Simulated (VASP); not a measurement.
Wanted: the native input for a VASP 6.6.1 run.

```
Task                   : relaxation of cell and atoms
Functional             : PBE
Potentials or basis    : VASP PAW PBE potentials, release 64 (W_sv)
Cutoff                 : 600 eV
k mesh                 : 21 × 21 × 6
Occupations            : gaussian, width 0.1 eV
Spin                   : no spin polarisation
Dipole correction      : no
Further INCAR settings : ALGO = Fast; EDIFF = 1e-07; IBRION = 2; EDIFFG = -0.01; NSW = 100; ISIF = 3
```

The structure of W lies in POSCAR:

```
W
1.0
    2.7629137422      0.0000000000      0.0000000000
   -1.3814568711      2.3927534892      0.0000000000
    0.0000000000      0.0000000000     10.3254671299
W
4
Direct
    0.3333333333      0.6666666667      0.3819574750
    0.6666666667      0.3333333333      0.8819574750
    0.6666666667      0.3333333333      0.6180425250
    0.3333333333      0.6666666667      0.1180425250
```

This isn't the form of W at room conditions, which is bcc.

One way to write it, as run:

INCAR

```
ALGO = Fast ; EDIFF = 1E-7
EDIFFG = -0.01 ; ENCUT = 600
GGA = PE ; IBRION = 2
ISIF = 3 ; ISMEAR = 0
LASPH = T ; LCHARG = F
LREAL = F ; LWAVE = F
NELM = 60 ; NSW = 100
PREC = Accurate ; SIGMA = 0.1
```

KPOINTS

```
k-points
0
Gamma
  21 21 6
```

Potentials or basis: VASP PAW PBE potentials, release 64 (W_sv).

The run is started by

```bash
$ cat potpaw_PBE.64/W_sv/POTCAR > POTCAR
$ mpirun -np 1 vasp_std > vasp.out
```

It gave:

- Energy gained by relaxing: 2.0 meV/atom
- Ionic steps: 6
- Pressure after relaxing: 0.0 GPa
- Largest force after relaxing: 0.006 eV/Å
- Band gap on the k mesh: zero (bands 28 and 29 overlap by 1.70 eV)

Caveat: spin-orbit coupling is left out, which moves the levels of the heavy elements.

It took 77 min on 1 thread of Oxide Virtual Turin-like Processor, on a shared host, peak memory 0.47 GiB.
